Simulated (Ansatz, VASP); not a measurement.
**Sc2Al in VASP and in Ansatz**

```
Sc Al
1.0
     5.74062    0.00000    0.00000
     0.00000    5.91541    0.00000
     0.00000    0.00000    3.86388
Sc Al
4 2
Cartesian
  1.2916 4.8802 1.9319
  4.1619 3.9929 0.0000
  4.4490 1.0352 1.9319
  1.5787 1.9225 0.0000
  2.8703 2.9577 1.9319
  0.0000 0.0000 0.0000
```

Alike in both runs: task single point; functional r2SCAN; k mesh 4 × 4 × 6; occupations gaussian, width 0.1 eV; no spin polarisation.

|  | VASP | Ansatz |
| --- | --- | --- |
| version | VASP 6.6.1 | Ansatz 0.2.0 |
| potentials or method | VASP PAW PBE potentials, release 64 (Sc_sv, Al), cutoff 520 eV | scalar-relativistic, plane waves, PAW |
| valence electrons in the cell | 50 | 50 |

|  | VASP | Ansatz | Ansatz less VASP |
| --- | --- | --- | --- |
| gap on the k mesh at the Fermi level (eV) | none | none | - |
| pressure (GPa) | 18.5 | 18.2 | -0.23 |
| traceless stress, the component that is largest in VASP (GPa) | 1.26 | 1.26 | +0.002 |
| rms of the force components (eV/Å) | 0.254 | 0.251 | -0.0033 |

VASP's potentials were made for PBE, not for r2SCAN. Atom by atom the forces differ by 0.006 eV/Å (rms over components). A gap of «none» marks a metal or a gap that the smearing closes.
